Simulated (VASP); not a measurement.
The system is As.

```xyz
2
Lattice="1.9560 1.1293 3.5141 -1.9560 1.1293 3.5141 0.0000 -2.2586 3.5141" Properties=species:S:1:pos:R:3 pbc="T T T"
As    0.0000    0.0000    2.3825
As    0.0000    0.0000    8.1597
```

Base run:

- Program: VASP 6.6.1
- Functional: PBE
- Potentials or basis: VASP PAW PBE potentials, release 64 (As)
- Cutoff: 520 eV
- k mesh: 7 × 7 × 7
- Occupations: fermi-dirac, width 0.05 eV
- Spin: no spin polarisation

Its results: band gap on the k mesh 0.19 eV, indirect (least direct gap 0.66 eV); pressure -2.4 GPa; largest force 0.053 eV/Å.

**Question.** The run is repeated on the same cell with these changes: functional from PBE to PBEsol. What comes out?

**Answer.** Band gap on the k mesh 0.20 eV, indirect (least direct gap 0.65 eV); pressure -5.4 GPa; largest force 0.013 eV/Å.

PBEsol binds more tightly than PBE, so the same cell stands under less pressure.

Caveats: the PAW data sets were made with another functional, which shifts forces and pressure a little (some runs).

A k mesh can miss the band edges.
